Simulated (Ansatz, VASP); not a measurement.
**One calculation of GaN, two programs**

INCAR

```
  ALGO = Normal
  EDIFF = 1E-7
  EDIFFG = -0.04
  ENCUT = 600
  GGA = PE
  IBRION = 2
  ISIF = 3
  ISMEAR = 0
  LASPH = T
  LCHARG = F
  LREAL = F
  LWAVE = F
  NELM = 60
  NSW = 90
  PREC = Accurate
  SIGMA = 0.1
```

Contents of KPOINTS:

```
k-points
0
Gamma
  4 4 4
```

File POSCAR:

```
GaN
1.0
   -3.5402888700      3.5402888700      2.5033604200
    3.5402888700     -3.5402888700      2.5033604200
    3.5402888700      3.5402888700     -2.5033604200
Ga N
4 4
Direct
    0.2500001200      0.1250000000      0.6250001200
    0.4999998800      0.6250000000      0.3749998800
    0.8750000000      0.5000001200      0.1250001200
    0.3750000000      0.7499998800      0.8749998800
    0.8750000000      0.7499998800      0.3749998800
    0.3750000000      0.5000001200      0.6250001200
    0.2500001200      0.6250000000      0.1250001200
    0.4999998800      0.1250000000      0.8749998800
```

Input for Ansatz:

```yaml
crystal:
  lattice:
    - [-3.54028887, 3.54028887, 2.50336042]
    - [3.54028887, -3.54028887, 2.50336042]
    - [3.54028887, 3.54028887, -2.50336042]
  atoms:
    - { symbol: Ga, position: [0.25000012, 0.125, 0.62500012] }
    - { symbol: Ga, position: [0.49999988, 0.625, 0.37499988] }
    - { symbol: Ga, position: [0.875, 0.50000012, 0.12500012] }
    - { symbol: Ga, position: [0.375, 0.74999988, 0.87499988] }
    - { symbol: "N", position: [0.875, 0.74999988, 0.37499988] }
    - { symbol: "N", position: [0.375, 0.50000012, 0.62500012] }
    - { symbol: "N", position: [0.25000012, 0.625, 0.12500012] }
    - { symbol: "N", position: [0.49999988, 0.125, 0.87499988] }
basis:
  ecutwfc: 420
kpoints:
  mp_grid: { grid: [4, 4, 4] }
hamiltonian:
  xc: pbe
scf:
  occupations: { method: gaussian, width: 0.1 }
  lower_state_search: "off"
output:
  forces: true
  stress: true
  eigenvalues: true
relax:
  adjacent_minimum: "off"
  f_tol: 0.04
  max_steps: 70
  cell: { stress_tol: 0.4 }
```

Alike in both runs: task relaxation of cell and atoms; functional PBE; k mesh 4 × 4 × 4; occupations gaussian, width 0.1 eV; no spin polarisation.

|  | VASP | Ansatz |
| --- | --- | --- |
| version | VASP 6.6.1 | Ansatz 0.2.0 |
| potentials or method | VASP PAW PBE potentials, release 64 (Ga_d, N), cutoff 600 eV | scalar-relativistic, plane waves, PAW |
| valence electrons in the cell | 72 | 72 |

|  | VASP | Ansatz | Ansatz less VASP |
| --- | --- | --- | --- |
| gap on the k mesh at the Fermi level, each at its own relaxed structure (eV) | 1.29 | 1.30 | +0.004 |
| relaxed volume (Å³/atom) | 18.16 | 18.11 | -0.057 |
| relaxed length of the cell vector where the two differ most in proportion (Å) | 5.856 | 5.813 | -0.0432 |

Noted on VASP's run: the volume moved by over 15 % at a fixed basis, so the end points are rough.
